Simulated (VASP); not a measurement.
Wanted: the native input for a VASP 6.6.1 run.

```yaml
Task: single point
Functional: HSE06
Potentials_or_basis: VASP PAW PBE potentials, release 64 (Mg, S)
Cutoff: 520 eV
k_mesh: 6 × 6 × 6
Occupations: gaussian, width 0.01 eV
Spin: no spin polarisation
Dipole_correction: no
Grid_for_exact_exchange_PRECFOCK: Normal
Further_INCAR_settings: ALGO = Normal; EDIFF = 1e-06; NBANDS = 11
Share_of_exact_exchange: 0.25
Screening_parameter: 0.2079 1/Å
```

Crystal: MgS.

```
Mg S
1.0
     0.00000    2.83088    2.74595
     2.83088    0.00000    2.74595
     2.83088    2.83088    0.00000
Mg S
1 1
Direct
  0.00000 0.00000 0.00000
  0.25000 0.25000 0.25000
```

This cell differs from its parent crystal: uniaxial z strain -3.0%.

The input as run:

POSCAR

```
MgS
1.0
    0.0000000000      2.8308768412      2.7459505360
    2.8308768412      0.0000000000      2.7459505360
    2.8308768412      2.8308768412      0.0000000000
Mg S
1 1
Direct
    0.0000000000      0.0000000000      0.0000000000
    0.2500000000      0.2500000000      0.2500000000
```

INCAR.step1

```
ALGO = Normal ; EDIFF = 1E-5
ENCUT = 520 ; GGA = PE
ISIF = 2 ; ISMEAR = 0
LASPH = True ; LCHARG = False
LREAL = False ; LWAVE = True
NBANDS = 11 ; NELM = 60
PREC = Accurate ; SIGMA = 0.01
```

INCAR.step2

```
ALGO = Normal ; EDIFF = 1E-6
ENCUT = 520 ; GGA = PE
HFSCREEN = 0.2079 ; ISIF = 2
ISMEAR = 0 ; ISTART = 1
LASPH = True ; LCHARG = False
LHFCALC = True ; LREAL = False
LWAVE = False ; NBANDS = 11
NELM = 60 ; PREC = Accurate
PRECFOCK = Normal ; SIGMA = 0.01
```

KPOINTS

```
k-points
0
Gamma
  6 6 6
```

Potentials or basis: VASP PAW PBE potentials, release 64 (Mg, S).

Command:

```bash
$ cat potpaw_PBE.64/Mg/POTCAR potpaw_PBE.64/S/POTCAR > POTCAR
$ cp INCAR.step1 INCAR
$ mpirun -np 1 vasp_std > vasp.out
$ cp INCAR.step2 INCAR
$ mpirun -np 1 vasp_std > vasp.out
```

It gave:

The pressure is 1.8 GPa and the band gap on the k mesh is 4.62 eV.

Caveat: the cell differs from its parent crystal (uniaxial z strain -3.0%); the structure was generated, so it needn't be the stable form of MgS; the PAW data sets were made with another functional, which shifts forces and pressure a little.

Wall time 16 min on 1 thread of AMD EPYC 7R13 Processor (Zen 3), with other jobs on the host, peak memory 0.27 GiB.
